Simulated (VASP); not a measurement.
A run of VASP 6.6.1 is set up as follows.

File INCAR:

```
PREC = Accurate
ENCUT = 520
EDIFF = 1E-6
ISMEAR = 0
SIGMA = 0.1
LREAL = F
LASPH = T
NELM = 80
ALGO = Normal
ISIF = 2
LWAVE = F
LCHARG = T
GGA = PE
LELF = T
LVHAR = T
NBANDS = 26
```

File KPOINTS:

```
regular mesh
0
Gamma
  8 8 12
```

The input POSCAR:

```
Be2ZnSe3
1.0
    3.0910267201     -5.5989395734      0.0000000000
    3.0910267201      5.5989395734      0.0000000000
    0.0000000000      0.0000000000      3.3584273403
Be Zn Se
2 1 3
Direct
    0.5000000000      0.0000000000      0.5000000000
    0.0000000000      0.5000000000      0.5000000000
    0.0000000000      0.0000000000      0.0000000000
    0.7939250831      0.2060749169      0.0000000000
    0.2060749169      0.7939250831      0.0000000000
    0.5000000000      0.5000000000      0.5000000000
```

Potentials or basis: VASP PAW PBE potentials, release 64 (Be, Zn, Se).

The run is started by

```bash
$ cat potpaw_PBE.64/Be/POTCAR potpaw_PBE.64/Zn/POTCAR potpaw_PBE.64/Se/POTCAR > POTCAR
$ mpirun -np 1 vasp_std > vasp.out
```

(1) Estimate the largest force.

(2) What does it give for the pressure?

(3) What does it give for the band gap on the k mesh?

## Answers

(1) 0.035 eV/Å.

(2) 0.1 GPa.

(3) zero (bands 17 and 18 overlap by 2.08 eV).
